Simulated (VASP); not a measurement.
BN: single point with r2SCAN

BN:

```
B N
1.0
     0.00000    1.86307    1.86307
     1.86307    0.00000    1.86307
     1.86307    1.86307    0.00000
B N
1 1
Direct
  0.00000 0.00000 0.00000
  0.75000 0.75000 0.75000
```

* Program: VASP 6.6.1
* Task: single point
* Functional: r2SCAN
* Potentials or basis: VASP PAW PBE potentials, release 64 (B, N)
* Cutoff: 520 eV
* k mesh: 12 × 12 × 12
* Occupations: gaussian, width 0.02 eV
* Spin: no spin polarisation

* Pressure: -30.6 GPa
* Band gap on the k mesh: 4.86 eV (least direct gap 9.08 eV)

Levels at points of the mesh, in eV from the valence-band top:
```csv
k point,band 1,band 2,band 3,band 4,band 5,band 6,band 7,band 8,band 9
"(0.00, 0.00, 0.00)",-20.28,0.00,0.00,0.00,9.08,9.08,9.08,9.54,24.38
"(0.50, 0.00, 0.00)",-16.41,-10.26,-1.85,-1.85,9.58,10.95,10.95,15.41,23.55
"(0.50, 0.50, 0.00)",-15.12,-8.74,-4.66,-4.66,4.86,9.27,17.84,17.84,20.63
```

Run time: 24 s on 1 thread of Intel(R) Xeon(R) 6975P-C (Granite Rapids), with other jobs on the host, peak memory 0.12 GiB.

Caveat: the cell stands under tension; the PAW data sets were made with another functional, which shifts forces and pressure a little. A k mesh can miss the band edges.
